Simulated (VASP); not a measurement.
Wanted: the native input for a VASP 6.6.1 run.

- Task: single point
- Functional: PBE
- Potentials or basis: VASP PAW PBE potentials, release 64 (Rh_pv)
- Cutoff: 520 eV
- k mesh: 13 × 13 × 13
- Occupations: fermi-dirac, width 0.3 eV
- Spin: no spin polarisation
- Dipole correction: no
- Further INCAR settings: ALGO = Normal; EDIFF = 1e-06; NBANDS = 14

The structure of Rh lies in POSCAR:

```
Rh
1.0
    2.6839650000      0.0000000000      0.0000000000
    1.3419825000      2.3243818729      0.0000000000
    1.3419825000      0.7747939576      2.1914482458
Rh
1
Direct
    0.0000000000      0.0000000000      0.0000000000
```

One way to write it, as run:

INCAR

```
PREC     = Accurate       # precision mode
ENCUT    = 520            # plane-wave cutoff, eV
EDIFF    = 1E-6           # SCF threshold, eV
ISMEAR   = -1             # smearing method
SIGMA    = 0.3            # smearing width, eV
LREAL    = False          # projectors in reciprocal space
LASPH    = True           # aspherical terms in the spheres
NELM     = 60             # most SCF steps
ALGO     = Normal         # electronic algorithm
ISIF     = 2              # what is computed and relaxed
LWAVE    = False          # write WAVECAR
LCHARG   = False          # write CHGCAR
GGA      = PE             # functional
NBANDS   = 14             # bands
```

KPOINTS

```
regular mesh
0
Gamma
  13 13 13
```

Potentials or basis: VASP PAW PBE potentials, release 64 (Rh_pv).

Run with:

```bash
$ cat potpaw_PBE.64/Rh_pv/POTCAR > POTCAR
$ mpirun -np 1 vasp_std > vasp.out
```

Results of the run:

```json
{
  "Pressure": "11.3 GPa"
}
```

Wall time 18 s on 1 thread of AMD EPYC 7571, with other jobs on the host, peak memory 0.1 GiB.
